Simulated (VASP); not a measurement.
Wanted: the native input for a VASP 6.6.1 run.

```yaml
Task: single point
Functional: r2SCAN
Dispersion: rVV10
Potentials_or_basis: VASP PAW PBE potentials, release 64 (H, Pb_d, N, O)
Cutoff: 520 eV
k_mesh: 4 × 5 × 3
Occupations: fermi-dirac, width 0.05 eV
Spin: no spin polarisation
Dipole_correction: no
Further_INCAR_settings: ALGO = Normal; EDIFF = 1e-07; NBANDS = 57
```

The system is HPbNO4.

```
CELL_PARAMETERS angstrom
6.26600 0.00000 0.22827
0.00000 3.83049 0.00000
-2.80244 0.00000 7.35401
ATOMIC_POSITIONS crystal
H 0.30312 0.06717 0.51615
H 0.69688 0.56717 0.48385
Pb 0.99257 0.56618 0.28241
Pb 0.00743 0.06618 0.71759
N 0.57150 0.39077 0.79022
N 0.42850 0.89077 0.20978
O 0.13910 0.06135 0.46306
O 0.38817 0.49576 0.80047
O 0.75393 0.51206 0.88865
O 0.57506 0.15619 0.67654
O 0.86090 0.56135 0.53694
O 0.61183 0.99576 0.19953
O 0.24607 0.01206 0.11135
O 0.42494 0.65619 0.32346
```

These files were run (other wordings do the same):

POSCAR

```
HPbNO4
1.0
    6.2659992306      0.0000000000      0.2282747883
    0.0000000000      3.8304872926      0.0000000000
   -2.8024448204      0.0000000000      7.3540103902
H Pb N O
2 2 2 8
Direct
    0.3031212813      0.0671661739      0.5161539708
    0.6968787187      0.5671661739      0.4838460292
    0.9925693839      0.5661808152      0.2824084832
    0.0074306161      0.0661808152      0.7175915168
    0.5715036078      0.3907651145      0.7902219067
    0.4284963922      0.8907651145      0.2097780933
    0.1390988968      0.0613526545      0.4630626391
    0.3881672928      0.4957602016      0.8004687667
    0.7539260224      0.5120644056      0.8886513254
    0.5750580901      0.1561856347      0.6765430946
    0.8609011032      0.5613526545      0.5369373609
    0.6118327072      0.9957602016      0.1995312333
    0.2460739776      1.0120644056      0.1113486746
    0.4249419099      0.6561856347      0.3234569054
```

INCAR.step1

```
SYSTEM = HPbNO4
PREC = Accurate
ENCUT = 520
ISMEAR = -1
SIGMA = 0.05
LREAL = .False.
LASPH = .True.
NELM = 60
NBANDS = 57
GGA = PE
ALGO = Normal
EDIFF = 1E-4
LWAVE = .True.
LCHARG = .False.
```

INCAR.step2

```
SYSTEM = HPbNO4
PREC = Accurate
ENCUT = 520
EDIFF = 1E-7
ISMEAR = -1
SIGMA = 0.05
LREAL = .False.
LASPH = .True.
NELM = 60
ALGO = Normal
ISIF = 2
LWAVE = .False.
LCHARG = .False.
METAGGA = R2SCAN
LMIXTAU = .True.
LUSE_VDW = .True.
IVDW_NL = 2
BPARAM = 11.95
CPARAM = 0.0093
NBANDS = 57
ISTART = 1
```

KPOINTS

```
regular mesh
0
Gamma
  4 5 3
  0 0 0
```

Potentials or basis: VASP PAW PBE potentials, release 64 (H, Pb_d, N, O).

Command:

```console
$ cat potpaw_PBE.64/H/POTCAR potpaw_PBE.64/Pb_d/POTCAR potpaw_PBE.64/N/POTCAR potpaw_PBE.64/O/POTCAR > POTCAR
$ cp INCAR.step1 INCAR
$ mpirun -np 1 vasp_std > vasp.out
$ cp INCAR.step2 INCAR
$ mpirun -np 1 vasp_std > vasp.out
```

Results of the run:

The pressure is 1.2 GPa, the largest force is 0.601 eV/Å and the band gap on the k mesh is 3.49 eV (least direct gap 3.67 eV).

Caveat: the standard files for N, O and F lose accuracy on very short bonds; the PAW data sets were made with another functional, which shifts forces and pressure a little; spin-orbit coupling is left out, which moves the levels of the heavy elements.

It took 12 min on 1 thread of Intel(R) Xeon(R) Platinum 8375C CPU @ 2.90GHz (Ice Lake), on a shared host, peak memory 0.69 GiB.
